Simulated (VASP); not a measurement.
A run of VASP 6.6.1 is set up as follows.

The input POSCAR:

```
Li
1.0
   -1.7188307657      1.7188307657      1.7188307657
    1.7188307657     -1.7188307657      1.7188307657
    1.7188307657      1.7188307657     -1.7188307657
Li
1
Direct
    0.0000000000      0.0000000000      0.0000000000
```

File INCAR.step1:

```
ALGO = Normal
EDIFF = 1E-5
ENCUT = 520
GGA = PE
ISIF = 2
ISMEAR = -1
LASPH = T
LCHARG = F
LREAL = F
LWAVE = T
NBANDS = 8
NELM = 60
PREC = Accurate
SIGMA = 0.05
```

The input INCAR.step2:

```
AEXX = 0.25
ALGO = Normal
EDIFF = 1E-6
ENCUT = 520
GGA = PS
ISIF = 2
ISMEAR = -1
ISTART = 1
LASPH = T
LCHARG = F
LHFCALC = T
LREAL = F
LWAVE = F
NBANDS = 8
NELM = 60
PREC = Accurate
PRECFOCK = Normal
SIGMA = 0.05
```

Contents of KPOINTS:

```
k-points
0
Gamma
  6 6 6
```

Potentials or basis: VASP PAW PBE potentials, release 64 (Li_sv).

The run is started by

```console
$ cat potpaw_PBE.64/Li_sv/POTCAR > POTCAR
$ cp INCAR.step1 INCAR
$ mpirun -np 1 vasp_std > vasp.out
$ cp INCAR.step2 INCAR
$ mpirun -np 1 vasp_std > vasp.out
```

Task: Estimate the band gap on the k mesh.

Result: Zero (an odd number of electrons rules out a gap without spin polarisation).
